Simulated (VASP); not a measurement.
# BiSb4O (P6/mmm) in VASP: single point with PBE

Aim: the single point of BiSb4O with PBE.

Program: VASP 6.6.1. These are calculated values, not measurements. Logs are shortened: lines on timing, memory, paths and dates and some standing lists are left out, and cuts for length are marked.

## Step 1: The cell of the first run

The structure is hexagonal, space group P6/mmm (No. 191). Conventional cell: a = 4.815 Å, b = 4.815 Å, c = 8.707 Å, α = 90.00°, β = 90.00°, γ = 120.00°. Within 3.7 Å of Sb (site symmetry 3m) lie 4 Sb at 2.78 to 3.52 Å and 3 Bi at 3.29 Å. Within 4.3 Å of Bi (site symmetry 6/mmm) lie 12 Sb at 3.29 Å. Within 5.0 Å of O (site symmetry 6/mmm) lie 12 Sb at 3.80 Å and 2 Bi at 4.35 Å and 6 O at 4.81 Å.

## Step 2: Single point, PBE

INCAR reads:

```
SYSTEM = BiSb4O
ALGO     = Normal         ! electronic algorithm
EDIFF    = 1E-6           ! SCF threshold, eV
ENCUT    = 520            ! plane-wave cutoff, eV
GGA      = PE             ! functional
ISIF     = 2              ! what is computed and relaxed
ISMEAR   = 0              ! smearing method
LASPH    = .TRUE.         ! aspherical terms in the spheres
LCHARG   = .FALSE.        ! write CHGCAR
LREAL    = .FALSE.        ! projectors in reciprocal space
LWAVE    = .FALSE.        ! write WAVECAR
NBANDS   = 30             ! bands
NELM     = 60             ! most SCF steps
PREC     = Accurate       ! precision mode
SIGMA    = 0.1            ! smearing width, eV
```

KPOINTS reads:

```
k-points
0
G
  6 6 2
  0 0 0
```

POSCAR reads:

```
BiSb4O
1.0
    4.8149108500      0.0000000000      0.0000000000
   -2.4074554300      4.1698351100      0.0000000000
    0.0000000000      0.0000000000      8.7065137800
Sb Bi O
4 1 1
Direct
    0.3333333300      0.6666666700      0.7018995400
    0.6666666700      0.3333333300      0.7018995400
    0.6666666700      0.3333333300      0.2981004600
    0.3333333300      0.6666666700      0.2981004600
    0.0000000000      0.0000000000      0.5000000000
    0.0000000000      0.0000000000      0.0000000000
```

Potentials or basis: VASP PAW PBE potentials, release 64 (Sb, Bi_d, O).

The run is started by

```bash
cat potpaw_PBE.64/Sb/POTCAR potpaw_PBE.64/Bi_d/POTCAR potpaw_PBE.64/O/POTCAR > POTCAR
mpirun -np 1 vasp_std > vasp.out
```

OUTCAR:

```text
SYSTEM = BiSb4O
   EDIFF = 1E-6
   ENCUT = 520
   GGA = PE
   ISIF = 2
   ISMEAR = 0
   LASPH = .TRUE.
   LREAL = .FALSE.
   NELM = 60
   PREC = Accurate

 ion  position               nearest neighbor table
   1  0.333  0.667  0.702-   2 2.78   2 2.78   2 2.78   5 3.29   5 3.29   5 3.29   4 3.52
   2  0.667  0.333  0.702-   1 2.78   1 2.78   1 2.78   5 3.29   5 3.29   5 3.29   3 3.52
   3  0.667  0.333  0.298-   4 2.78   4 2.78   4 2.78   5 3.29   5 3.29   5 3.29   2 3.52
   4  0.333  0.667  0.298-   3 2.78   3 2.78   3 2.78   5 3.29   5 3.29   5 3.29   1 3.52
   5  0.000  0.000  0.500-   1 3.29   2 3.29   3 3.29   4 3.29   1 3.29   4 3.29   2 3.29   3 3.29
                             2 3.29   3 3.29   1 3.29   4 3.29
   6  0.000  0.000  0.000-

  LATTYP: Found a hexagonal cell.
 ALAT       =     4.8149108500
 C/A-ratio  =     1.8082398722

  Lattice vectors:

 A1 = (   4.8149108500,   0.0000000000,   0.0000000000)
 A2 = (  -2.4074554300,   4.1698351100,   0.0000000000)
 A3 = (   0.0000000000,   0.0000000000,   8.7065137800)

Analysis of symmetry for initial positions (statically):
=====================================================================
 Subroutine PRICEL returns:
 Original cell was already a primitive cell.

 Routine SETGRP: Setting up the symmetry group for a
 hexagonal supercell.

 Subroutine GETGRP returns: Found 24 space group operations
 (whereof 24 operations were pure point group operations)
 out of a pool of 24 trial point group operations.

The static configuration has the point symmetry D_6h.

Analysis of symmetry for dynamics (positions and initial velocities):
=====================================================================
 Subroutine PRICEL returns:
 Original cell was already a primitive cell.

 Routine SETGRP: Setting up the symmetry group for a
 hexagonal supercell.

 Subroutine GETGRP returns: Found 24 space group operations
 (whereof 24 operations were pure point group operations)
 out of a pool of 24 trial point group operations.

The dynamic configuration has the point symmetry D_6h.

 Subroutine INISYM returns: Found 24 space group operations
 (whereof 24 operations are pure point group operations),
 and found     1 'primitive' translations

----------------------------------------------------------------------------------------

                                     Primitive cell

  volume of cell :     174.8040

  direct lattice vectors                    reciprocal lattice vectors
     4.814910850  0.000000000  0.000000000     0.207688165  0.119908818  0.000000000
    -2.407455430  4.169835110  0.000000000     0.000000000  0.239817636  0.000000000
     0.000000000  0.000000000  8.706513780     0.000000000  0.000000000  0.114856534

  length of vectors
     4.814910850  4.814910850  8.706513780     0.239817636  0.239817636  0.114856534

  position of ions in fractional coordinates (direct lattice)
     0.333333330  0.666666670  0.701899540
     0.666666670  0.333333330  0.701899540
     0.666666670  0.333333330  0.298100460
     0.333333330  0.666666670  0.298100460
     0.000000000  0.000000000  0.500000000
     0.000000000  0.000000000  0.000000000

  ion indices of the primitive-cell ions
   primitive index   ion index
                 1           1
                 2           2
                 3           3
                 4           4
                 5           5
                 6           6

----------------------------------------------------------------------------------------

 KPOINTS: k-points

Automatic generation of k-mesh.
 Grid dimensions read from file:
 generate k-points for:    6    6    2

 Generating k-lattice:

  Cartesian coordinates                     Fractional coordinates (reciprocal lattice)
     0.034614694  0.019984803  0.000000000     0.166666667 -0.000000000  0.000000000
     0.000000000  0.039969606  0.000000000     0.000000000  0.166666667  0.000000000
     0.000000000  0.000000000  0.057428267     0.000000000  0.000000000  0.500000000

  Length of vectors
     0.039969606  0.039969606  0.057428267

  Shift w.r.t. Gamma in fractional coordinates (k-lattice)
     0.000000000  0.000000000  0.000000000

 Subroutine IBZKPT returns following result:
 ===========================================

 Found     14 irreducible k-points:

 Following reciprocal coordinates:
            Coordinates               Weight
  0.000000  0.000000  0.000000      1.000000
  0.166667  0.000000  0.000000      6.000000
  0.333333  0.000000  0.000000      6.000000
  0.500000 -0.000000  0.000000      3.000000
  0.166667  0.166667  0.000000      6.000000
  0.333333  0.166667  0.000000     12.000000
  0.333333  0.333333  0.000000      2.000000
  0.000000  0.000000  0.500000      1.000000
  0.166667  0.000000  0.500000      6.000000
  0.333333  0.000000  0.500000      6.000000
  0.500000 -0.000000  0.500000      3.000000
  0.166667  0.166667  0.500000      6.000000
  0.333333  0.166667  0.500000     12.000000
  0.333333  0.333333  0.500000      2.000000
   k-points           NKPTS =     14   k-points in BZ     NKDIM =     14   number of bands    NBANDS=     30
   number of dos      NEDOS =    301   number of ions     NIONS =      6
   total plane-waves  NPLWV =  90720
   dimension x,y,z NGX =    36 NGY =   36 NGZ =   70
   dimension x,y,z NGXF=    72 NGYF=   72 NGZF=  140
   ions per type =               4   1   1
   NGX,Y,Z   is equivalent  to a cutoff of  12.43, 12.43, 13.37 a.u.
   NGXF,Y,Z  is equivalent  to a cutoff of  24.86, 24.86, 26.73 a.u.
 SYSTEM =  BiSb4O
   PREC   = accura    normal or accurate (medium, high low for compatibility)
   ISTART =      0    job   : 0-new  1-cont  2-samecut
   ICHARG =      2    charge: 1-file 2-atom 10-const
   ISPIN  =      1    spin polarized calculation?
   LNONCOLLINEAR =      F non collinear calculations
   LSORBIT =      F    spin-orbit coupling
   LASPH  =      T    aspherical Exc in radial PAW
   ENCUT  =  520.0 eV  38.22 Ry    6.18 a.u.   8.95  8.95 16.19*2*pi/ulx,y,z
   NELM   =     60;   NELMIN=  2; NELMDL= -5     # of ELM steps
   EDIFF  = 0.1E-05   stopping-criterion for ELM
   LREAL  =      F    real-space projection
   EDIFFG = 0.1E-04   stopping-criterion for IOM
   NSW    =      0    number of steps for IOM
   IBRION =     -1    ionic relax: 0-MD 1-quasi-New 2-CG
   NFREE  =      0    steps in history (QN), initial steepest desc. (CG)
   ISIF   =      2    stress and relaxation
   ISYM   =      2    0-nonsym 1-usesym 2-fastsym
   POTIM  = 0.5000    time-step for ionic-motion
   TEBEG  =    0.0;   TEEND  =   0.0 temperature during run
   PSTRESS=    0.0 pullay stress
   NELECT =      41.0000    total number of electrons
   NUPDOWN=      -1.0000    fix difference up-down
   EMIN   =  10.00;   EMAX   =-10.00  energy-range for DOS
   EFERMI =   0.00;   METHOD = LEGACY
   ISMEAR =     0;   SIGMA  =   0.10  broadening in eV -4-tet -1-fermi 0-gaus
   EFERMI_NEDOS =   21; number of points for ismear=-14 and -15
   IALGO  =     38    algorithm
   IMIX   =      4    mixing-type and parameters
     AMIX     =   0.40;   BMIX     =  1.00
     AMIX_MAG =   1.60;   BMIX_MAG =  1.00
  volume/ion in A,a.u.               =      29.13       196.61
  Fermi-wavevector in a.u.,A,eV,Ry     =   1.009607  1.907880 13.868501  1.019306
  Thomas-Fermi vector in A             =   2.142545
   LORBIT       =      0    0 simple, 1 ext, 2 COOP (PROOUT), +10 PAW based schemes
   GGA     = PE    functional components
   LHFCALC =     F    Hartree Fock is set to
   AEXX    =    0.0000 exact exchange contribution
   IVDW    =     0    specifies the selected vdW correction
   LEPSILON=     F    determine dielectric tensor
   LRPA    =     F    only Hartree local field effects (RPA)
 non-spin polarized calculation
 Gauss-broadening in eV      SIGMA  =   0.10
  energy-cutoff  :      520.00
  volume of cell :      174.80
 maximum number of plane-waves:      4737
 NGX is ok and might be reduce to    36
   NGX = 17   NGY = 17   NGZ = 33

 number of electron      40.9999990 magnetization

 Free energy of the ion-electron system (eV)
  ---------------------------------------------------
  ext. energy  EPLUGINS =         0.00000000
  ---------------------------------------------------
  free energy    TOTEN  =       -20.40988875 eV

  energy without entropy =      -20.37780005  energy(sigma->0) =      -20.39384440

 E-fermi :   5.4863     XC(G=0):  -9.1112

 val. band max:        5.4671178203   @ k =   0.5000  -0.0000   0.0000
 cond. band min:       5.5025065461   @ k =   0.3333   0.0000   0.5000
 fundamental gap:      0.0353887257
 Fermi energy:         5.4862989777

 k-point     1 :       0.0000    0.0000    0.0000
  band No.  band energies     occupation
      1     -17.6129      2.00000
      2     -17.6129      2.00000
      3     -17.5976      2.00000
      4     -17.5976      2.00000
      5     -17.5702      2.00000
      6      -9.3719      2.00000
[... 22 lines left out ...]
     29       9.9113      0.00000
     30       9.9113      0.00000

 k-point     2 :       0.1667    0.0000    0.0000
  band No.  band energies     occupation
      1     -17.6135      2.00000
      2     -17.6113      2.00000
      3     -17.5993      2.00000
      4     -17.5979      2.00000
      5     -17.5693      2.00000
      6      -9.3649      2.00000
[... 22 lines left out ...]
     29       9.2139      0.00000
     30      10.0481      0.00000

 k-point     3 :       0.3333    0.0000    0.0000
  band No.  band energies     occupation
      1     -17.6146      2.00000
      2     -17.6081      2.00000
      3     -17.6026      2.00000
      4     -17.5986      2.00000
      5     -17.5675      2.00000
      6      -9.3532      2.00000
[... 22 lines left out ...]
     29      10.2789      0.00000
     30      10.9768      0.00000

 k-point     4 :       0.5000   -0.0000    0.0000
  band No.  band energies     occupation
      1     -17.6152      2.00000
      2     -17.6065      2.00000
      3     -17.6042      2.00000
      4     -17.5990      2.00000
      5     -17.5666      2.00000
      6      -9.3482      2.00000
[... 22 lines left out ...]
     29      10.1904      0.00000
     30      11.0862      0.00000

 k-point     5 :       0.1667    0.1667    0.0000
  band No.  band energies     occupation
      1     -17.6137      2.00000
      2     -17.6095      2.00000
      3     -17.6014      2.00000
      4     -17.5988      2.00000
      5     -17.5680      2.00000
      6      -9.3560      2.00000
[... 22 lines left out ...]
     29       9.7842      0.00000
     30      10.6523      0.00000
[... 196 lines left out ...]
     29      10.1906      0.00000
     30      11.3636      0.00000

 k-point    12 :       0.1667    0.1667    0.5000
  band No.  band energies     occupation
      1     -17.6137      2.00000
      2     -17.6095      2.00000
      3     -17.6014      2.00000
      4     -17.5988      2.00000
      5     -17.5680      2.00000
      6      -9.3543      2.00000
[... 22 lines left out ...]
     29       9.7593      0.00000
     30      11.9016      0.00000

 k-point    13 :       0.3333    0.1667    0.5000
  band No.  band energies     occupation
      1     -17.6137      2.00000
      2     -17.6080      2.00000
      3     -17.6033      2.00000
      4     -17.5999      2.00000
      5     -17.5667      2.00000
      6      -9.3480      2.00000
[... 22 lines left out ...]
     29      10.6284      0.00000
     30      11.2238      0.00000

 k-point    14 :       0.3333    0.3333    0.5000
  band No.  band energies     occupation
      1     -17.6105      2.00000
      2     -17.6105      2.00000
      3     -17.6021      2.00000
      4     -17.6021      2.00000
      5     -17.5663      2.00000
      6      -9.3459      2.00000
[... 22 lines left out ...]
     29      11.1618      0.00000
     30      11.9998      0.00000

------------------------ aborting loop because EDIFF is reached ----------------------------------------

  FORCE on cell =-STRESS in cart. coord.  units (eV):
  Direction    XX          YY          ZZ          XY          YZ          ZX
  --------------------------------------------------------------------------------------
  -------------------------------------------------------------------------------------
  Total       14.2197048     14.2197048     -3.5361635     -0.0000000      0.0000000      0.0000000
  in kB      130.3316035    130.3316033    -32.4109302     -0.0000002      0.0000000      0.0000000
  external PRESSURE =      76.0840922 kB  Pullay stress =       0.0000000 kB

 VOLUME and BASIS-vectors are now :
 -----------------------------------------------------------------------------
  energy-cutoff  :      520.00
  volume of cell :      174.80
      direct lattice vectors                 reciprocal lattice vectors
     4.814910850  0.000000000  0.000000000     0.207688165  0.119908818  0.000000000
    -2.407455430  4.169835110  0.000000000     0.000000000  0.239817636  0.000000000
     0.000000000  0.000000000  8.706513780     0.000000000  0.000000000  0.114856534

 POSITION                                       TOTAL-FORCE (eV/Angst)
 -----------------------------------------------------------------------------------
     -0.00000      2.77989      6.11110         0.000000     -0.000000      0.750568
      2.40746      1.38995      6.11110        -0.000000      0.000000      0.750568
      2.40746      1.38995      2.59542        -0.000000      0.000000     -0.750568
     -0.00000      2.77989      2.59542         0.000000     -0.000000     -0.750568
      0.00000      0.00000      4.35326         0.000000      0.000000      0.000000
      0.00000      0.00000      0.00000         0.000000      0.000000      0.000000
 -----------------------------------------------------------------------------------
    total drift:                               -0.000000     -0.000000      0.000000

  FREE ENERGIE OF THE ION-ELECTRON SYSTEM (eV)
  ---------------------------------------------------
  free  energy   TOTEN  =       -20.4098887495 eV

  energy  without entropy=      -20.3778000495  energy(sigma->0) =      -20.39384440
```

It took 66 s on 1 thread of Intel Xeon Platinum 8488C (Sapphire Rapids), shared host; peak memory 0.32 GiB.

What came out:

```
Free energy   : -20.4099 eV
Pressure      : 7.6 GPa
Largest force : 0.751 eV/Å
```

Forces in eV/Å, atoms in the order of the input:
```
Sb   0.000  0.000  0.751
Sb   0.000  0.000  0.751
Sb   0.000  0.000 -0.751
Sb   0.000  0.000 -0.751
Bi   0.000  0.000  0.000
O    0.000  0.000  0.000
```

Caveat: the k points lie up to 0.36 Å⁻¹ apart; spin-orbit coupling is left out, which moves the levels of the heavy elements; an odd number of electrons without spin polarisation forces a metal; a magnetic or distorted state may lie lower.
